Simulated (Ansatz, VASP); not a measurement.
PbS: VASP beside Ansatz

```xyz
2
Lattice="0.0000 3.0095 2.9650 2.9650 0.0000 2.9650 2.9650 3.0095 0.0000" Properties=species:S:1:pos:R:3 pbc="T T T"
Pb    0.0000    0.0000    0.0000
S     2.9650    3.0095    2.9650
```

Change from the starting cell: strain +0.0150 x Voigt [0, 1, 0, 0, 0, 0], atoms carried along.

Alike in both runs: task single point; functional PBE; dispersion D3(BJ); k mesh 10 × 10 × 10; occupations gaussian, width 0.03 eV; no spin polarisation.

```csv
,VASP,Ansatz
version,VASP 6.6.1,Ansatz 0.2.0
potentials or method,"VASP PAW PBE potentials, release 64 (Pb_d, S), cutoff 520 eV","scalar-relativistic, plane waves, PAW"
valence electrons in the cell,20,20
```

```tsv
	VASP	Ansatz	Ansatz less VASP
gap on the k mesh at the Fermi level (eV)	0.41	0.40	-0.007
least direct gap on the mesh (eV)	0.41	0.40	-0.007
pressure (GPa)	-0.8	-0.7	+0.08
traceless stress, the component that is largest in VASP (GPa)	-1.18	-1.18	+0.001
```

Spin-orbit coupling is off throughout.
